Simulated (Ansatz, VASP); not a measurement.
## One calculation of Bi, two programs

File POSCAR:

```
Bi
1.0
    4.6561540000      0.0000000000      0.0000000000
    0.0000000000      4.6586320000      0.0000000000
   -0.0593570000      0.0000000000      6.4564720000
Bi
4
Direct
    0.8263170000      0.2500000000      0.2361530000
    0.6975330000      0.2500000000      0.7341970000
    0.3024670000      0.7500000000      0.2658030000
    0.1736830000      0.7500000000      0.7638470000
```

The input INCAR.step1:

```
SYSTEM = Bi
PREC = Accurate
ENCUT = 520
ISMEAR = -1
SIGMA = 0.05
LREAL = .FALSE.
LASPH = .TRUE.
NELM = 100
NBANDS = 38
GGA = PE
ALGO = Normal
EDIFF = 1E-4
LWAVE = .TRUE.
LCHARG = .FALSE.
```

INCAR.step2

```
SYSTEM = Bi
PREC = Accurate
ENCUT = 520
EDIFF = 1E-8
ISMEAR = -1
SIGMA = 0.05
LREAL = .FALSE.
LASPH = .TRUE.
NELM = 100
ALGO = Normal
ISIF = 2
LWAVE = .FALSE.
LCHARG = .FALSE.
METAGGA = R2SCAN
LMIXTAU = .TRUE.
LEFG = .TRUE.
NBANDS = 38
ISTART = 1
```

The input KPOINTS:

```
Automatic mesh
0
G
  7 7 5
  0 0 0
```

Input for Ansatz:

```yaml
crystal:
  lattice:
    - [4.656154, 0.0, 0.0]
    - [0.0, 4.658632, 0.0]
    - [-0.059357, 0.0, 6.456472]
  atoms:
    - { symbol: Bi, position: [0.826317, 0.25, 0.236153] }
    - { symbol: Bi, position: [0.697533, 0.25, 0.734197] }
    - { symbol: Bi, position: [0.302467, 0.75, 0.265803] }
    - { symbol: Bi, position: [0.173683, 0.75, 0.763847] }
kpoints:
  mp_grid: { grid: [7, 7, 5] }
  band_path:
    path:
      - [0.0, 0.0, 0.0]
      - [0.0, 0.5, 0.0]
      - [0.0, 0.5, 0.5]
      - [0.0, 0.0, 0.5]
      - [0.0, 0.0, 0.0]
      - [-0.5, 0.0, 0.5]
      - [-0.5, 0.5, 0.5]
      - [0.0, 0.5, 0.0]
      - [-0.5, 0.5, 0.0]
    npoints: 8
scf:
  occupations: { method: fermi_dirac, width: 0.05 }
hamiltonian:
  xc: r2scan
  pseudopotentials: { kind: paw }
output:
  forces: true
  stress: true
  eigenvalues: true
  efg: { contact_densities: true }
  populations: true
  bader: true
  dos: { projected: true, de: 0.2, e_range: [-14, 8] }
```

Alike in both runs: task electric field gradients; functional r2SCAN; k mesh 7 × 7 × 5; occupations fermi-dirac, width 0.05 eV; no spin polarisation.

|  | VASP | Ansatz |
| --- | --- | --- |
| version | VASP 6.6.1 | Ansatz 0.2.0 |
| potentials or method | VASP PAW PBE potentials, release 64 (Bi_d) | PAW with Ansatz's default frozen-core files, scalar-relativistic |
| plane-wave cutoff (eV) | 520 | 500 |
| valence electrons in the cell | 60 | 60 |

```csv
,VASP,Ansatz,Ansatz less VASP
pressure (GPa),-1.1,-1.1,+0.04
"traceless stress, the component that is largest in VASP (GPa)",0.45,0.44,-0.001
rms of the force components (eV/Å),0.045,0.046,+0.0004
size of Vzz on the site where it differs most (V/Å²),52.7,54.5,+1.83
```

VASP's potentials were made for PBE, not for r2SCAN. Atom by atom the forces differ by 0.001 eV/Å (rms over components). With one functional, cell and mesh, what is left measures potentials, basis and numerics.

Neither program's run includes spin-orbit coupling.
